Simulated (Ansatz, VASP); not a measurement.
Two plane-wave programs on Yb

The input INCAR:

```
SYSTEM = Yb
PREC = Accurate
ENCUT = 520
EDIFF = 1E-6
ISMEAR = -1
SIGMA = 0.05
LREAL = .FALSE.
LASPH = .TRUE.
NELM = 150
ALGO = Normal
ISIF = 2
LWAVE = .FALSE.
LCHARG = .FALSE.
ISPIN = 2
MAGMOM = 1
LORBIT = 11
LMAXMIX = 6
GGA = PS
NBANDS = 22
```

Contents of KPOINTS:

```
Automatic mesh
0
G
  9 9 9
  0 0 0
```

Contents of POSCAR:

```
Yb
1.0
   -2.1797952336      2.1797952336      2.1797952336
    2.1797952336     -2.1797952336      2.1797952336
    2.1797952336      2.1797952336     -2.1797952336
Yb
1
Direct
    0.0000000000      0.0000000000      0.0000000000
```

input.yaml

```yaml
crystal:
  lattice:
    - [-2.1797952336, 2.1797952336, 2.1797952336]
    - [2.1797952336, -2.1797952336, 2.1797952336]
    - [2.1797952336, 2.1797952336, -2.1797952336]
  atoms:
    - { symbol: Yb, position: [0.0, 0.0, 0.0], spin: 1.0 }
hamiltonian:
  xc: pbesol
  pseudopotentials: { kind: paw }
magnetization:
  spin_polarized: true
kpoints:
  mp_grid: { grid: [9, 9, 9] }
scf:
  occupations: { method: fermi_dirac, width: 0.05 }
output:
  forces: true
  stress: true
  eigenvalues: true
```

Alike in both runs: task single point; functional PBEsol; k mesh 9 × 9 × 9; occupations fermi-dirac, width 0.05 eV; collinear spin.

|  | VASP | Ansatz |
| --- | --- | --- |
| version | VASP 6.6.1 | Ansatz 0.2.0 |
| potentials or method | VASP PAW PBE potentials, release 64 (Yb) | Ansatz PAW |
| plane-wave cutoff (eV) | 520 | 420 |
| valence electrons in the cell | 24 | 24 |

VASP gave:

- gap on the k mesh at the Fermi level (eV): none
- pressure (GPa): -4.1
- net moment per atom (μB): 0.00

Task: Estimate Ansatz's values.

Result: gap on the k mesh at the Fermi level (eV): none; pressure (GPa): -3.7; net moment per atom (μB): 0.00.

VASP's potentials were made for PBE, not for PBEsol. A gap of «none» marks a metal or a gap that the smearing closes. With one functional, cell and mesh, what is left measures potentials, basis and numerics.

Neither program's run includes spin-orbit coupling.
